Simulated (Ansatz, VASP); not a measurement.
Ge: VASP beside Ansatz

File INCAR:

```
SYSTEM = Ge
PREC = Accurate ; ENCUT = 520
EDIFF = 1E-7 ; ISMEAR = 0
SIGMA = 0.1 ; LREAL = .False.
LASPH = .True. ; NELM = 60
ALGO = Normal ; ISIF = 2
LWAVE = .False. ; LCHARG = .False.
LDIPOL = .True. ; IDIPOL = 3
DIPOL = 0.5 0.5 0.500 ; GGA = PE
NBANDS = 21
```

Contents of KPOINTS:

```
Automatic mesh
0
Gamma
  12 12 1
  0 0 0
```

The input POSCAR:

```
Ge
1.0
    3.9210000000      0.0000000000      0.0000000000
   -1.9605000000      3.3956856082      0.0000000000
    0.0000000000      0.0000000000     28.0000000000
Ge
2
Direct
    0.3333333333      0.6666666667      0.5103928571
    0.6666666667      0.3333333333      0.4896071429
```

Input for Ansatz:

```yaml
crystal:
  lattice:
    - [3.921, 0.0, 0.0]
    - [-1.9605, 3.3956856082, 0.0]
    - [0.0, 0.0, 28.0]
  atoms:
    - { symbol: Ge, position: [0.3333333333, 0.6666666667, 0.5103928571] }
    - { symbol: Ge, position: [0.6666666667, 0.3333333333, 0.4896071429] }
  periodic: [true, true, false]
basis:
  ecutwfc: 420
kpoints:
  mp_grid: { grid: [12, 12, 1] }
hamiltonian:
  xc: pbe
  pseudopotentials: { kind: paw, azcp: { folder: soft_1 } }
scf:
  occupations: { method: gaussian, width: 0.1 }
output:
  forces: true
  stress: true
  eigenvalues: true
```

Alike in both runs: task single point; functional PBE; k mesh 12 × 12 × 1; occupations gaussian, width 0.1 eV; no spin polarisation.

|  | VASP | Ansatz |
| --- | --- | --- |
| version | VASP 6.6.1 | Ansatz 0.2.0 |
| potentials or method | VASP PAW PBE potentials, release 64 (Ge_d), cutoff 520 eV | scalar-relativistic, plane waves, PAW |
| valence electrons in the cell | 28 | 28 |

```csv
,VASP,Ansatz,Ansatz less VASP
gap on the k mesh at the Fermi level (eV),none,none,-
rms of the force components (eV/Å),0.291,0.292,+0.0013
```

Atom by atom the forces differ by 0.001 eV/Å (rms over components). A gap of «none» marks a metal or a gap that the smearing closes.
